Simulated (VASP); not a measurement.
# Pd in VASP: single point with PBE

Aim: the single point of Pd with PBE.

Everything below comes from runs of VASP 6.6.1. Logs are shortened: lines on timing, memory, paths and dates and some standing lists are left out, and cuts for length are marked.

**1. The cell of the first run**

The cell holds a slab with vacuum, 4 atoms: a = 2.789 Å, b = 2.789 Å, c = 21.916 Å, α = 90.00°, β = 90.00°, γ = 90.00°.

**2. Single point, PBE**

Contents of POSCAR:

```
Pd
1.0
    2.7888697466      0.0000000000      0.0000000000
    0.0000000000      2.7888697466      0.0000000000
    0.0000000000      0.0000000000     21.9161000000
Pd
4
Direct
    0.2500000000      0.2500000000      0.3650287659
    0.7500000000      0.7500000000      0.4550095883
    0.2500000000      0.2500000000      0.5449904112
    0.7500000000      0.7500000000      0.6349712341
```

Contents of INCAR.step1:

```
ALGO     = Normal         # electronic algorithm
DIPOL    = 0.5 0.5 0.500
EDIFF    = 1E-6           # SCF threshold, eV
ENCUT    = 520            # plane-wave cutoff, eV
GGA      = PE             # functional
IDIPOL   = 3            
ISIF     = 2              # what is computed and relaxed
ISMEAR   = -1             # smearing method
LASPH    = T              # aspherical terms in the spheres
LCHARG   = T              # write CHGCAR
LDIPOL   = T            
LMAXMIX  = 4              # l up to which the mixer works
LREAL    = F              # projectors in reciprocal space
LWAVE    = F              # write WAVECAR
NBANDS   = 28             # bands
NELM     = 80             # most SCF steps
PREC     = Accurate       # precision mode
SIGMA    = 0.05           # smearing width, eV
```

Contents of KPOINTS.step1:

```
k-points
0
Gamma
  12 12 1
```

Contents of INCAR.step2:

```
ALGO     = Normal         # electronic algorithm
DIPOL    = 0.5 0.5 0.500
EDIFF    = 1E-6           # SCF threshold, eV
ENCUT    = 520            # plane-wave cutoff, eV
GGA      = PE             # functional
ICHARG   = 11             # starting density
IDIPOL   = 3            
ISIF     = 2              # what is computed and relaxed
ISMEAR   = -5             # smearing method
LASPH    = T              # aspherical terms in the spheres
LCHARG   = F              # write CHGCAR
LDIPOL   = T            
LMAXMIX  = 4              # l up to which the mixer works
LORBIT   = 11             # projections on sites
LREAL    = F              # projectors in reciprocal space
LWAVE    = F              # write WAVECAR
NBANDS   = 28             # bands
NEDOS    = 1001           # points of the DOS
NELM     = 80             # most SCF steps
PREC     = Accurate       # precision mode
SIGMA    = 0.05           # smearing width, eV
```

Contents of KPOINTS.step2:

```
k-points
0
Gamma
  18 18 1
```

Potentials or basis: VASP PAW PBE potentials, release 64 (Pd).

Command:

```sh
$ cat potpaw_PBE.64/Pd/POTCAR > POTCAR
$ cp INCAR.step1 INCAR
$ cp KPOINTS.step1 KPOINTS
$ mpirun -np 1 vasp_std > vasp.out
$ cp INCAR.step2 INCAR
$ cp KPOINTS.step2 KPOINTS
$ mpirun -np 1 vasp_std > vasp.out
```

OUTCAR:

```text
EDIFF = 1E-6
   ENCUT = 520
   GGA = PE
   ICHARG = 11
   ISIF = 2
   ISMEAR = -5
   LASPH = T
   LORBIT = 11
   LREAL = F
   NELM = 80
   PREC = Accurate

 ion  position               nearest neighbor table
   1  0.250  0.250  0.365-   2 2.79   2 2.79   2 2.79   2 2.79
   2  0.750  0.750  0.455-   1 2.79   1 2.79   1 2.79   1 2.79   3 2.79   3 2.79   3 2.79   3 2.79

   3  0.250  0.250  0.545-   2 2.79   2 2.79   2 2.79   2 2.79   4 2.79   4 2.79   4 2.79   4 2.79

   4  0.750  0.750  0.635-   3 2.79   3 2.79   3 2.79   3 2.79

  LATTYP: Found a simple tetragonal cell.
 ALAT       =     2.7888697466
 C/A-ratio  =     7.8584164882

  Lattice vectors:

 A1 = (   2.7888697466,   0.0000000000,   0.0000000000)
 A2 = (   0.0000000000,   2.7888697466,   0.0000000000)
 A3 = (   0.0000000000,   0.0000000000,  21.9161000000)

Analysis of symmetry for initial positions (statically):
=====================================================================
 Subroutine PRICEL returns:
 Original cell was already a primitive cell.

 Routine SETGRP: Setting up the symmetry group for a
 simple tetragonal supercell.

 Subroutine GETGRP returns: Found 16 space group operations
 (whereof  4 operations were pure point group operations)
 out of a pool of 16 trial point group operations.

The static configuration has the point symmetry C_2h.
 The point group associated with its full space group is D_4h.

Analysis of symmetry for dynamics (positions and initial velocities):
=====================================================================
 Subroutine PRICEL returns:
 Original cell was already a primitive cell.

 Routine SETGRP: Setting up the symmetry group for a
 simple tetragonal supercell.

 Subroutine GETGRP returns: Found 16 space group operations
 (whereof  4 operations were pure point group operations)
 out of a pool of 16 trial point group operations.

The dynamic configuration has the point symmetry C_2h.
 The point group associated with its full space group is D_4h.

 Subroutine INISYM returns: Found 16 space group operations
 (whereof  4 operations are pure point group operations),
 and found     1 'primitive' translations

----------------------------------------------------------------------------------------

                                     Primitive cell

  volume of cell :     170.4589

  direct lattice vectors                    reciprocal lattice vectors
     2.788869747  0.000000000  0.000000000     0.358568198  0.000000000  0.000000000
     0.000000000  2.788869747  0.000000000     0.000000000  0.358568198  0.000000000
     0.000000000  0.000000000 21.916100000     0.000000000  0.000000000  0.045628556

  length of vectors
     2.788869747  2.788869747 21.916100000     0.358568198  0.358568198  0.045628556

  position of ions in fractional coordinates (direct lattice)
     0.250000000  0.250000000  0.365028766
     0.750000000  0.750000000  0.455009588
     0.250000000  0.250000000  0.544990411
     0.750000000  0.750000000  0.634971234

  ion indices of the primitive-cell ions
   primitive index   ion index
                 1           1
                 2           2
                 3           3
                 4           4

----------------------------------------------------------------------------------------

 KPOINTS: k-points

Automatic generation of k-mesh.
 Grid dimensions read from file:
 generate k-points for:   18   18    1

 Generating k-lattice:

  Cartesian coordinates                     Fractional coordinates (reciprocal lattice)
     0.019920455  0.000000000  0.000000000     0.055555556  0.000000000  0.000000000
     0.000000000  0.019920455  0.000000000     0.000000000  0.055555556  0.000000000
     0.000000000  0.000000000  0.045628556     0.000000000  0.000000000  1.000000000

  Length of vectors
     0.019920455  0.019920455  0.045628556

  Shift w.r.t. Gamma in fractional coordinates (k-lattice)
     0.000000000  0.000000000  0.000000000

 TETIRR: Found    495 inequivalent tetrahedra from     1944

 Subroutine IBZKPT returns following result:
 ===========================================

 Found     55 irreducible k-points:

 Following reciprocal coordinates:
            Coordinates               Weight
  0.000000  0.000000  0.000000      1.000000
  0.055556  0.000000  0.000000      4.000000
  0.111111  0.000000  0.000000      4.000000
  0.166667  0.000000  0.000000      4.000000
  0.222222  0.000000  0.000000      4.000000
  0.277778  0.000000  0.000000      4.000000
[... 16 lines left out ...]
  0.277778  0.111111  0.000000      8.000000
  0.333333  0.111111  0.000000      8.000000
 [... further k-points ...]
   k-points           NKPTS =     55   k-points in BZ     NKDIM =     55   number of bands    NBANDS=     28
   number of dos      NEDOS =   1001   number of ions     NIONS =      4
   total plane-waves  NPLWV =  96768
   dimension x,y,z NGX =    24 NGY =   24 NGZ =  168
   dimension x,y,z NGXF=    48 NGYF=   48 NGZF=  336
   ions per type =               4
   NGX,Y,Z   is equivalent  to a cutoff of  14.31, 14.31, 12.74 a.u.
   NGXF,Y,Z  is equivalent  to a cutoff of  28.61, 28.61, 25.49 a.u.
 SYSTEM =  unknown system
   PREC   = accura    normal or accurate (medium, high low for compatibility)
   ISTART =      0    job   : 0-new  1-cont  2-samecut
   ICHARG =     11    charge: 1-file 2-atom 10-const
   ISPIN  =      1    spin polarized calculation?
   LNONCOLLINEAR =      F non collinear calculations
   LSORBIT =      F    spin-orbit coupling
   LASPH  =      T    aspherical Exc in radial PAW
   ENCUT  =  520.0 eV  38.22 Ry    6.18 a.u.   5.19  5.19 40.75*2*pi/ulx,y,z
   NELM   =     80;   NELMIN=  2; NELMDL=  0     # of ELM steps
   EDIFF  = 0.1E-05   stopping-criterion for ELM
   LREAL  =      F    real-space projection
   EDIFFG = 0.1E-04   stopping-criterion for IOM
   NSW    =      0    number of steps for IOM
   IBRION =     -1    ionic relax: 0-MD 1-quasi-New 2-CG
   NFREE  =      0    steps in history (QN), initial steepest desc. (CG)
   ISIF   =      2    stress and relaxation
   ISYM   =      2    0-nonsym 1-usesym 2-fastsym
   POTIM  = 0.5000    time-step for ionic-motion
   TEBEG  =    0.0;   TEEND  =   0.0 temperature during run
   PSTRESS=    0.0 pullay stress
   NELECT =      40.0000    total number of electrons
   NUPDOWN=      -1.0000    fix difference up-down
   EMIN   =  10.00;   EMAX   =-10.00  energy-range for DOS
   EFERMI =   0.00;   METHOD = LEGACY
   ISMEAR =    -5;   SIGMA  =   0.05  broadening in eV -4-tet -1-fermi 0-gaus
   EFERMI_NEDOS =   21; number of points for ismear=-14 and -15
   IALGO  =     38    algorithm
   IMIX   =      4    mixing-type and parameters
     AMIX     =   0.40;   BMIX     =  1.00
     AMIX_MAG =   1.60;   BMIX_MAG =  1.00
  volume/ion in A,a.u.               =      42.61       287.58
  Fermi-wavevector in a.u.,A,eV,Ry     =   1.009768  1.908185 13.872926  1.019631
  Thomas-Fermi vector in A             =   2.142716
   LORBIT       =     11    0 simple, 1 ext, 2 COOP (PROOUT), +10 PAW based schemes
   GGA     = PE    functional components
   LHFCALC =     F    Hartree Fock is set to
   AEXX    =    0.0000 exact exchange contribution
   IVDW    =     0    specifies the selected vdW correction
   LEPSILON=     F    determine dielectric tensor
   LRPA    =     F    only Hartree local field effects (RPA)
 non-spin polarized calculation
 Fermi weights with tetrahedron method with Bloechl corrections
  energy-cutoff  :      520.00
  volume of cell :      170.46
 maximum number of plane-waves:      4623
 NGX is ok and might be reduce to    24

 number of electron      40.0000013 magnetization

 dipolmoment           0.000000      0.000000     -0.000000 electrons x Angstroem

 Free energy of the ion-electron system (eV)
  ---------------------------------------------------
  ext. energy  EPLUGINS =         0.00000000
  ---------------------------------------------------
  free energy    TOTEN  =       -19.37861453 eV

  energy without entropy =      -19.37861453  energy(sigma->0) =      -19.37861453

 E-fermi :   0.0427     XC(G=0):  -5.4789

 val. band max:        0.0377607789   @ k =   0.0000   0.0000   0.0000
 cond. band min:       0.0318827426   @ k =   0.3333   0.1667   0.0000
 fundamental gap:     -0.0058780363
 Fermi energy:         0.0427353925

 k-point     1 :       0.0000    0.0000    0.0000
  band No.  band energies     occupation
      1      -6.1705      2.00000
      2      -4.8790      2.00000
      3      -4.5297      2.00000
      4      -4.4864      2.00000
      5      -4.0696      2.00000
      6      -3.8555      2.00000
[... 20 lines left out ...]
     27       5.2969      0.00000
     28       6.4375      0.00000

 k-point     2 :       0.0556    0.0000    0.0000
  band No.  band energies     occupation
      1      -6.1016      2.00000
      2      -4.8248      2.00000
      3      -4.4822      2.00000
      4      -4.4449      2.00000
      5      -4.0200      2.00000
      6      -3.8200      2.00000
[... 20 lines left out ...]
     27       5.3577      0.00000
     28       6.5071      0.00000

 k-point     3 :       0.1111    0.0000    0.0000
  band No.  band energies     occupation
      1      -5.9020      2.00000
      2      -4.6883      2.00000
      3      -4.3676      2.00000
      4      -4.2975      2.00000
      5      -3.9399      2.00000
      6      -3.6545      2.00000
[... 20 lines left out ...]
     27       5.5393      0.00000
     28       6.7167      0.00000

 k-point     4 :       0.1667    0.0000    0.0000
  band No.  band energies     occupation
      1      -5.5943      2.00000
      2      -4.5400      2.00000
      3      -4.2069      2.00000
      4      -4.0501      2.00000
      5      -3.8964      2.00000
      6      -3.3265      2.00000
[... 578 lines left out ...]
     27       6.4917      0.00000
     28       7.8353      0.00000

 k-point    23 :       0.2778    0.1111    0.0000
  band No.  band energies     occupation
      1      -4.6342      2.00000
      2      -4.1571      2.00000
      3      -3.7509      2.00000
      4      -3.6342      2.00000
      5      -3.3551      2.00000
      6      -2.7875      2.00000
[... 20 lines left out ...]
     27       7.0099      0.00000
     28       8.2394      0.00000

 k-point    24 :       0.3333    0.1111    0.0000
  band No.  band energies     occupation
      1      -4.4175      2.00000
      2      -4.2251      2.00000
      3      -3.6200      2.00000
      4      -3.6065      2.00000
      5      -3.2353      2.00000
      6      -2.7594      2.00000
[... 20 lines left out ...]
     27       7.5857      0.00000
     28       7.6595      0.00000

 [... further k-points ...]

------------------------ aborting loop because EDIFF is reached ----------------------------------------

 vacuum level on the upper side and lower side of the slab       (xc-potential included)        -0.091        -0.091

  FORCE on cell =-STRESS in cart. coord.  units (eV):
  Direction    XX          YY          ZZ          XY          YZ          ZX
  --------------------------------------------------------------------------------------
  -------------------------------------------------------------------------------------
  Total       -2.3207552     -2.3207552     -0.6325540      0.0000000      0.0000000      0.0000000
  in kB      -21.8132397    -21.8132397     -5.9455011      0.0000000      0.0000000      0.0000000
  external PRESSURE =     -16.5239935 kB  Pullay stress =       0.0000000 kB

 VOLUME and BASIS-vectors are now :
 -----------------------------------------------------------------------------
  energy-cutoff  :      520.00
  volume of cell :      170.46
      direct lattice vectors                 reciprocal lattice vectors
     2.788869747  0.000000000  0.000000000     0.358568198  0.000000000  0.000000000
     0.000000000  2.788869747  0.000000000     0.000000000  0.358568198  0.000000000
     0.000000000  0.000000000 21.916100000     0.000000000  0.000000000  0.045628556

 POSITION                                       TOTAL-FORCE (eV/Angst)
 -----------------------------------------------------------------------------------
      0.69722      0.69722      8.00001         0.000000     -0.000000      0.188252
      2.09165      2.09165      9.97204         0.000000      0.000000     -0.059287
      0.69722      0.69722     11.94406        -0.000000     -0.000000      0.059287
      2.09165      2.09165     13.91609         0.000000      0.000000     -0.188252
 -----------------------------------------------------------------------------------
    total drift:                                0.000000     -0.000000     -0.000010

  FREE ENERGIE OF THE ION-ELECTRON SYSTEM (eV)
  ---------------------------------------------------
  free  energy   TOTEN  =       -19.3786145309 eV

  energy  without entropy=      -19.3786145309  energy(sigma->0) =      -19.37861453

 vacuum level on the upper side and lower side of the slab         5.034         5.034

 total charge

# of ion       s       p       d       tot
------------------------------------------
    1        0.425   0.278   8.513   9.216
    2        0.463   0.436   8.447   9.347
    3        0.463   0.436   8.447   9.347
    4        0.425   0.278   8.513   9.216
--------------------------------------------------
tot          1.777   1.429  33.921  37.126
```

It took 8.2 min on 1 thread of Intel Xeon 8259CL, shared host; peak memory 0.39 GiB.

What came out:

```yaml
Valence_electrons_inside_the_program's_atomic_spheres: Pd 9.22, 9.35 (each value once)
```

Levels at points of the mesh, in eV from the Fermi level:
```csv
k point,band 16,band 17,band 18,band 19,band 20,band 21,band 22,band 23,band 24,band 25
"(0.00, 0.00, 0.00)",-0.86,-0.57,-0.52,-0.52,-0.15,0.00,0.11,0.11,1.20,2.71
"(0.50, 0.00, 0.00)",-0.61,-0.47,-0.47,-0.11,-0.11,1.84,1.84,2.28,2.28,5.18
"(0.50, 0.50, 0.00)",-0.20,0.27,0.27,0.59,0.59,4.42,4.42,6.70,6.70,9.31
```

Caveat: tetrahedron occupations give inexact forces and stress in metals.
